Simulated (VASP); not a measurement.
Here is a VASP 6.6.1 calculation.

The input INCAR:

```
ALGO     = Normal         # electronic algorithm
EDIFF    = 1E-6           # SCF threshold, eV
ENCUT    = 410            # plane-wave cutoff, eV
GGA      = PE             # functional
GGA_COMPAT= False        
ISIF     = 2              # what is computed and relaxed
ISMEAR   = 0              # smearing method
IVDW     = 12             # dispersion correction
LASPH    = True           # aspherical terms in the spheres
LCHARG   = True           # write CHGCAR
LELF     = True           # ELF
LREAL    = False          # projectors in reciprocal space
LVHAR    = True         
LWAVE    = False          # write WAVECAR
NBANDS   = 141            # bands
NELM     = 120            # most SCF steps
PREC     = Accurate       # precision mode
SIGMA    = 0.03           # smearing width, eV
```

File KPOINTS:

```
k-points
0
Gamma
  9 9 1
```

The input POSCAR:

```
Ge
1.0
    4.0740339104      0.0000000293      0.0000000000
   -2.0370169806      3.5282168477      0.0000000000
    0.0000000000      0.0000000000     29.9394440933
Ge
18
Direct
    0.0000000000      0.0000000000     -0.0000033208
    0.0000000000      0.0000000000      0.0833366542
    0.3333333333      0.6666666667      0.1111077903
    0.3333333333      0.6666666667      0.1944477653
    0.6666666667      0.3333333333      0.2222189014
    0.6666666667      0.3333333333      0.3055588764
    0.0000000000      0.0000000000      0.3333300125
    0.0000000000      0.0000000000      0.4166699875
    0.3333333333      0.6666666667      0.4444411236
    0.3333333333      0.6666666667      0.5277810986
    0.6666666667      0.3333333333      0.5555522347
    0.6666666667      0.3333333333      0.6388922097
    0.0000000000      0.0000000000      0.6666633458
    0.0000000000      0.0000000000      0.7500033208
    0.3333333333      0.6666666667      0.7777744570
    0.3333333333      0.6666666667      0.8611144319
    0.6666666667      0.3333333333      0.8888855681
    0.6666666667      0.3333333333      0.9722255430
```

Potentials or basis: VASP PAW PBE potentials, release 64 (Ge_d).

Launch:

```console
$ cat potpaw_PBE.64/Ge_d/POTCAR > POTCAR
$ mpirun -np 1 vasp_std > vasp.out
```

(1) Estimate the band gap on the k mesh.

(2) Estimate the pressure.

Answers

(1) zero (filled and empty bands touch).

(2) -2.3 GPa.
